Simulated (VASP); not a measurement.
Here is a VASP 6.6.1 calculation.

File INCAR:

```
PREC     = Accurate       # precision mode
ENCUT    = 600            # plane-wave cutoff, eV
EDIFF    = 1E-6           # SCF threshold, eV
ISMEAR   = 0              # smearing method
SIGMA    = 0.05           # smearing width, eV
LREAL    = F              # projectors in reciprocal space
LASPH    = T              # aspherical terms in the spheres
NELM     = 80             # most SCF steps
ALGO     = Normal         # electronic algorithm
ISIF     = 4              # what is computed and relaxed
LWAVE    = F              # write WAVECAR
LCHARG   = F              # write CHGCAR
GGA      = RP             # functional
IVDW     = 13             # dispersion correction
IBRION   = 2              # ionic algorithm
NSW      = 60             # ionic steps
EDIFFG   = -0.01          # ionic threshold
```

The input KPOINTS:

```
Automatic mesh
0
Gamma
  8 8 6
```

POSCAR

```
ZnO
1.0
    3.2571609224      0.0000000000      0.0000000000
   -1.6285804612      2.8207841031      0.0000000000
    0.0000000000      0.0000000000      5.2521172089
Zn O
2 2
Direct
    0.3333333333      0.6666666667      0.0014489168
    0.6666666667      0.3333333333      0.5014489168
    0.3333333333      0.6666666667      0.3806510832
    0.6666666667      0.3333333333      0.8806510832
```

Potentials or basis: VASP PAW PBE potentials, release 64 (Zn, O).

The run is started by

```console
$ cat potpaw_PBE.64/Zn/POTCAR potpaw_PBE.64/O/POTCAR > POTCAR
$ mpirun -np 1 vasp_std > vasp.out
```

Task: Estimate the dispersion energy per atom.

Result: -0.501 eV.

Task: What does it give for the band gap on the k mesh?

Result: 0.85 eV, direct.

Final structure:
```xyz
4
Lattice="3.2572 0.0000 0.0000 -1.6286 2.8208 0.0000 0.0000 0.0000 5.2521" Properties=species:S:1:pos:R:3 pbc="T T T"
Zn    0.0000    1.8805    0.0076
Zn    1.6286    0.9403    2.6337
O     0.0000    1.8805    1.9992
O     1.6286    0.9403    4.6253
```

Caveat: the relaxation stopped at its first step, so nothing moved.
